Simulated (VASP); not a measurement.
# NaCl (F-43m) in VASP: further runs, part 2 of 2

VASP 6.6.1.

## Step 3: Single point, PBE

Contents of INCAR:

```
SYSTEM = NaCl
PREC = Accurate
ENCUT = 520
EDIFF = 1E-6
ISMEAR = 0
SIGMA = 0.01
LREAL = .FALSE.
LASPH = .TRUE.
NELM = 80
ALGO = Normal
ISIF = 2
LWAVE = .FALSE.
LCHARG = .TRUE.
GGA = PE
LELF = .TRUE.
LVHAR = .TRUE.
NBANDS = 14
```

Contents of KPOINTS:

```
regular mesh
0
G
  6 6 6
  0 0 0
```

Contents of POSCAR:

```
NaCl
1.0
    0.0000000000      3.0872727775      3.0872727775
    3.0872727775      0.0000000000      3.0872727775
    3.0872727775      3.0872727775      0.0000000000
Na Cl
1 1
Direct
    0.0000000000      0.0000000000      0.0000000000
    0.2500000000      0.2500000000      0.2500000000
```

Potentials or basis: VASP PAW PBE potentials, release 64 (Na_pv, Cl).

Command:

```bash
cat potpaw_PBE.64/Na_pv/POTCAR potpaw_PBE.64/Cl/POTCAR > POTCAR
mpirun -np 1 vasp_std > vasp.out
```

OUTCAR:

```text
SYSTEM = NaCl
   PREC = Accurate
   ENCUT = 520
   EDIFF = 1E-6
   ISMEAR = 0
   LREAL = .FALSE.
   LASPH = .TRUE.
   NELM = 80
   ISIF = 2
   GGA = PE

 ion  position               nearest neighbor table
   1  0.000  0.000  0.000-   2 2.67   2 2.67   2 2.67   2 2.67
   2  0.250  0.250  0.250-   1 2.67   1 2.67   1 2.67   1 2.67

  LATTYP: Found a face centered cubic cell.
 ALAT       =     6.1745455550

  Lattice vectors:

 A1 = (   0.0000000000,   3.0872727775,   3.0872727775)
[... 446 lines left out ...]

------------------------ aborting loop because EDIFF is reached ----------------------------------------

  FORCE on cell =-STRESS in cart. coord.  units (eV):
  Direction    XX          YY          ZZ          XY          YZ          ZX
  --------------------------------------------------------------------------------------
  -------------------------------------------------------------------------------------
  Total        0.2531214      0.2531214      0.2531214     -0.0000000     -0.0000000      0.0000000
  in kB        6.8910353      6.8910353      6.8910353     -0.0000000     -0.0000000      0.0000000
  external PRESSURE =       6.8910353 kB  Pullay stress =       0.0000000 kB

 VOLUME and BASIS-vectors are now :
 -----------------------------------------------------------------------------
  energy-cutoff  :      520.00
  volume of cell :       58.85
      direct lattice vectors                 reciprocal lattice vectors
     0.000000000  3.087272777  3.087272777    -0.161955239  0.161955239  0.161955239
     3.087272777  0.000000000  3.087272777     0.161955239 -0.161955239  0.161955239
     3.087272777  3.087272777  0.000000000     0.161955239  0.161955239 -0.161955239

 POSITION                                       TOTAL-FORCE (eV/Angst)
 -----------------------------------------------------------------------------------
      0.00000      0.00000      0.00000         0.000000      0.000000      0.000000
      1.54364      1.54364      1.54364        -0.000000     -0.000000     -0.000000
 -----------------------------------------------------------------------------------
    total drift:                                0.000002      0.000002      0.000003

  FREE ENERGIE OF THE ION-ELECTRON SYSTEM (eV)
  ---------------------------------------------------
  free  energy   TOTEN  =        -6.6377850010 eV

  energy  without entropy=       -6.6377850010  energy(sigma->0) =       -6.63778500
```

OSZICAR:

```text
N       E                     dE             d eps       ncg     rms          rms(c)
DAV:   1     0.991739930039E+02    0.99174E+02   -0.68263E+03   462   0.938E+02
DAV:   2     0.239802398555E+01   -0.96776E+02   -0.88571E+02   478   0.251E+02
DAV:   3    -0.678580008749E+01   -0.91838E+01   -0.91339E+01   592   0.736E+01
DAV:   4    -0.693796607457E+01   -0.15217E+00   -0.15207E+00   520   0.107E+01
DAV:   5    -0.694169311837E+01   -0.37270E-02   -0.37268E-02   594   0.166E+00    0.236E+00
DAV:   6    -0.663708447829E+01    0.30461E+00   -0.55868E-01   540   0.371E+00    0.173E+00
DAV:   7    -0.662066000127E+01    0.16424E-01   -0.12553E-01   574   0.176E+00    0.117E+00
DAV:   8    -0.663644250518E+01   -0.15783E-01   -0.13474E-02   502   0.862E-01    0.259E-01
DAV:   9    -0.663669985679E+01   -0.25735E-03   -0.30968E-04   556   0.135E-01    0.161E-01
DAV:  10    -0.663778145290E+01   -0.10816E-02   -0.13691E-03   502   0.219E-01    0.671E-02
DAV:  11    -0.663777395774E+01    0.74952E-05   -0.18492E-05   622   0.452E-02    0.181E-02
DAV:  12    -0.663778402528E+01   -0.10068E-04   -0.11375E-05   514   0.262E-02    0.397E-03
DAV:  13    -0.663778500102E+01   -0.97574E-06   -0.11920E-06   556   0.664E-03
   1 F= -.66377850E+01 E0= -.66377850E+01  d E =-.131312E-69
```

It took 9.4 s on 1 thread of Intel Xeon 6975P-C, shared host; peak memory 0.17 GiB.

What came out:

* Free energy: -6.6378 eV
* Pressure: 0.7 GPa
* Band gap on the k mesh: 4.94 eV, direct

As with any semilocal functional, this PBE gap is likely too small.

## Step 4: Single point, LDA

Contents of INCAR:

```
  PREC = Accurate
  ENCUT = 520
  EDIFF = 1E-6
  ISMEAR = 0
  SIGMA = 0.01
  LREAL = F
  LASPH = T
  NELM = 60
  ALGO = Normal
  ISIF = 2
  LWAVE = F
  LCHARG = T
  GGA = CA
  LELF = T
  LVHAR = T
  NBANDS = 14
```

Contents of KPOINTS:

```
Automatic mesh
0
Gamma
  6 6 6
```

POSCAR is that of step 3.

Potentials or basis: VASP PAW LDA potentials, release 64 (Na_pv, Cl).

Command:

```bash
cat potpaw_LDA.64/Na_pv/POTCAR potpaw_LDA.64/Cl/POTCAR > POTCAR
mpirun -np 1 vasp_std > vasp.out
```

Wall time 7 s (1 thread of Intel Xeon 6975P-C, shared host); peak memory 0.15 GiB.

Results (log left out):

```
Free energy            : -7.1044 eV
Pressure               : -1.3 GPa
Band gap on the k mesh : 4.55 eV, direct
```

Levels at points of the mesh, in eV from the valence-band top:
| k point | band 4 | band 5 | band 6 | band 7 | band 8 | band 9 | band 10 | band 11 |
| --- | --- | --- | --- | --- | --- | --- | --- | --- |
| (0.00, 0.00, 0.00) | -12.03 | 0.00 | 0.00 | 0.00 | 4.55 | 10.94 | 10.94 | 10.94 |
| (0.50, 0.00, 0.00) | -11.87 | -1.13 | -0.10 | -0.10 | 7.22 | 8.53 | 10.37 | 10.37 |
| (0.50, 0.50, 0.00) | -11.82 | -1.02 | -0.32 | -0.32 | 6.65 | 8.75 | 10.26 | 12.77 |

## Step 5: Single point, r2SCAN

POSCAR is that of step 4.

Contents of INCAR.step1:

```
SYSTEM = NaCl
PREC = Accurate
ENCUT = 520
ISMEAR = 0
SIGMA = 0.01
LREAL = .False.
LASPH = .True.
NELM = 100
NBANDS = 14
GGA = PE
ALGO = Normal
EDIFF = 1E-4
LWAVE = .True.
LCHARG = .False.
```

Contents of INCAR.step2:

```
SYSTEM = NaCl
PREC = Accurate
ENCUT = 520
EDIFF = 1E-6
ISMEAR = 0
SIGMA = 0.01
LREAL = .False.
LASPH = .True.
NELM = 100
ALGO = Normal
ISIF = 2
LWAVE = .False.
LCHARG = .True.
METAGGA = R2SCAN
LMIXTAU = .True.
LELF = .True.
LVHAR = .True.
NBANDS = 14
ISTART = 1
```

Contents of KPOINTS:

```
regular mesh
0
Gamma
  6 6 6
  0 0 0
```

Potentials or basis: VASP PAW PBE potentials, release 64 (Na_pv, Cl).

Command:

```bash
cat potpaw_PBE.64/Na_pv/POTCAR potpaw_PBE.64/Cl/POTCAR > POTCAR
cp INCAR.step1 INCAR
mpirun -np 1 vasp_std > vasp.out
cp INCAR.step2 INCAR
mpirun -np 1 vasp_std > vasp.out
```

OUTCAR:

```text
SYSTEM = NaCl
   PREC = Accurate
   ENCUT = 520
   EDIFF = 1E-6
   ISMEAR = 0
   LREAL = .False.
   LASPH = .True.
   NELM = 100
   ISIF = 2
   METAGGA = R2SCAN
   ISTART = 1

 ion  position               nearest neighbor table
   1  0.000  0.000  0.000-   2 2.67   2 2.67   2 2.67   2 2.67
   2  0.250  0.250  0.250-   1 2.67   1 2.67   1 2.67   1 2.67

  LATTYP: Found a face centered cubic cell.
 ALAT       =     6.1745455550

  Lattice vectors:

[... 446 lines left out ...]
     14      13.2732      0.00000

------------------------ aborting loop because EDIFF is reached ----------------------------------------

  FORCE on cell =-STRESS in cart. coord.  units (eV):
  Direction    XX          YY          ZZ          XY          YZ          ZX
  --------------------------------------------------------------------------------------
  -------------------------------------------------------------------------------------
  Total       -0.0448743     -0.0448743     -0.0448743      0.0000000      0.0000000     -0.0000000
  in kB       -1.2216683     -1.2216683     -1.2216683      0.0000000      0.0000000     -0.0000000
  external PRESSURE =      -1.2216683 kB  Pullay stress =       0.0000000 kB

 VOLUME and BASIS-vectors are now :
 -----------------------------------------------------------------------------
  energy-cutoff  :      520.00
  volume of cell :       58.85
      direct lattice vectors                 reciprocal lattice vectors
     0.000000000  3.087272777  3.087272777    -0.161955239  0.161955239  0.161955239
     3.087272777  0.000000000  3.087272777     0.161955239 -0.161955239  0.161955239
     3.087272777  3.087272777  0.000000000     0.161955239  0.161955239 -0.161955239

 POSITION                                       TOTAL-FORCE (eV/Angst)
 -----------------------------------------------------------------------------------
      0.00000      0.00000      0.00000         0.000000      0.000000      0.000000
      1.54364      1.54364      1.54364        -0.000000     -0.000000     -0.000000
 -----------------------------------------------------------------------------------
    total drift:                               -0.000011     -0.000011     -0.000011

  FREE ENERGIE OF THE ION-ELECTRON SYSTEM (eV)
  ---------------------------------------------------
  free  energy   TOTEN  =       -13.5618967258 eV

  energy  without entropy=      -13.5618967258  energy(sigma->0) =      -13.56189673
```

OUTCAR.step1:

```text
SYSTEM = NaCl
   PREC = Accurate
   ENCUT = 520
   ISMEAR = 0
   LREAL = .False.
   LASPH = .True.
[... 482 lines left out ...]
      0.00000      0.00000      0.00000        -0.000000      0.000000      0.000000
      1.54364      1.54364      1.54364         0.000000     -0.000000     -0.000000
 -----------------------------------------------------------------------------------
    total drift:                                0.000002      0.000002      0.000002

  FREE ENERGIE OF THE ION-ELECTRON SYSTEM (eV)
  ---------------------------------------------------
  free  energy   TOTEN  =        -6.6377739537 eV

  energy  without entropy=       -6.6377739537  energy(sigma->0) =       -6.63777395
```

It took 40 s on 1 thread of Intel Xeon 6975P-C, shared host; peak memory 0.18 GiB.

Results:

```
Free energy            : -13.5619 eV
Pressure               : -0.1 GPa
Band gap on the k mesh : 5.57 eV, direct
```

Caveat: the PAW data sets were made with another functional, which shifts forces and pressure a little.

## Step 6: The runs side by side

```csv
level,potentials or basis,gap on the mesh (eV),pressure (GPa)
PBE,"VASP PAW PBE potentials, release 64 (Na_pv, Cl)",4.94,0.7
LDA,"VASP PAW LDA potentials, release 64 (Na_pv, Cl)",4.55,-1.3
r2SCAN,"VASP PAW PBE potentials, release 64 (Na_pv, Cl)",5.57,-0.1
```

Alike in all rows: task single point; no spin polarisation; cell as given; k mesh 6 × 6 × 6; cutoff (eV) 520; smearing gaussian 0.01 eV.

Caveats: the PAW data sets were made with another functional, which shifts forces and pressure a little (some runs).

Total energies depend on the potentials used, so only differences within one code and one set of settings carry meaning.
